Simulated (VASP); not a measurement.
CuSb: single point with r2SCAN

CuSb:

```
Cu Sb
1.0
     0.00000    2.90014    2.90014
     2.90014    0.00000    2.90014
     2.90014    2.90014    0.00000
Cu Sb
1 1
Direct
  0.00000 0.00000 0.00000
  0.25000 0.25000 0.25000
```

| Item | Value |
| --- | --- |
| Program | VASP 6.6.1 |
| Task | single point |
| Functional | r2SCAN |
| Potentials or basis | VASP PAW PBE potentials, release 64 (Cu, Sb) |
| Cutoff | 660 eV |
| k mesh | 10 × 10 × 10 |
| Occupations | gaussian, width 0.01 eV |
| Spin | no spin polarisation |

```json
{
  "Pressure": "0.0 GPa",
  "Band gap on the k mesh": "zero (bands 8 and 9 overlap by 4.08 eV)"
}
```

Levels at points of the mesh, in eV from the Fermi level:
| k point | band 6 | band 7 | band 8 | band 9 | band 10 | band 11 |
| --- | --- | --- | --- | --- | --- | --- |
| (0.00, 0.00, 0.00) | -3.06 | 2.78 | 2.78 | 2.78 | 5.40 | 6.14 |
| (0.50, 0.00, 0.00) | -3.03 | -2.87 | 1.23 | 1.23 | 4.68 | 6.81 |
| (0.50, 0.50, 0.00) | -2.90 | -2.69 | -0.87 | -0.87 | 3.84 | 4.07 |

Wall time 83 s on 1 thread of Intel(R) Xeon(R) 6975P-C (Granite Rapids), with other jobs on the host, peak memory 0.24 GiB.

Caveat: the PAW data sets were made with another functional, which shifts forces and pressure a little; spin-orbit coupling is left out, which moves the levels of the heavy elements.
